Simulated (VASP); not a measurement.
Write the native input for VASP 6.6.1 that does the following.

```
Task                   : single point
Functional             : PBEsol
Potentials or basis    : VASP PAW PBE potentials, release 64 (Pt, La, Si)
Cutoff                 : 520 eV
k mesh                 : 3 × 2 × 3
Occupations            : methfessel-paxton, width 0.15 eV
Spin                   : no spin polarisation
Dipole correction      : no
Further INCAR settings : ALGO = Normal; EDIFF = 1e-06; NBANDS = 62
```

The structure of LaSiPt lies in POSCAR:

```
LaSiPt
1.0
    5.9196870000      0.4467160000      0.2713180000
    0.9915210000      7.1271390000      0.6351550000
    0.2886730000      0.1445690000      5.9781940000
Pt La Si
4 4 4
Direct
    0.2304950331      0.6434187028      0.1632414308
    0.4040676704      0.1135311226      0.7579731115
    0.4388509854      0.3211771466      0.0548601397
    0.8448997801      0.8665819814      0.1860323708
    0.7900787701      0.7835397061      0.6831116966
    0.9249177510      0.2905599029      0.8819015560
    0.4861547495      0.4825167069      0.5675439048
    0.1357322958      0.0973067182      0.3801555347
    0.6673075289      0.5763303887      0.1266817918
    0.4652085176      0.8842632706      0.0747440310
    1.0121104584      0.4755725672      0.4405527691
    0.1735839352      0.8731412704      0.8443585990
```

These files were run (other wordings do the same):

INCAR

```
  PREC = Accurate
  ENCUT = 520
  EDIFF = 1E-6
  ISMEAR = 1
  SIGMA = 0.15
  LREAL = F
  LASPH = T
  NELM = 100
  ALGO = Normal
  ISIF = 2
  LWAVE = F
  LCHARG = F
  GGA = PS
  NBANDS = 62
```

KPOINTS

```
regular mesh
0
Gamma
  3 2 3
```

Potentials or basis: VASP PAW PBE potentials, release 64 (Pt, La, Si).

Launch:

```sh
$ cat potpaw_PBE.64/Pt/POTCAR potpaw_PBE.64/La/POTCAR potpaw_PBE.64/Si/POTCAR > POTCAR
$ mpirun -np 1 vasp_std > vasp.out
```

It gave:

The pressure is 11.8 GPa and the largest force is 1.997 eV/Å. The band gap on the k mesh is zero (bands 50 and 51 overlap by 0.11 eV).

Caveat: the k points lie up to 0.45 Å⁻¹ apart; the PAW data sets were made with another functional, which shifts forces and pressure a little; spin-orbit coupling is left out, which moves the levels of the heavy elements.

Wall time 2.6 min on 1 thread of Intel(R) Xeon(R) 6975P-C (Granite Rapids), on a shared host, peak memory 0.43 GiB.
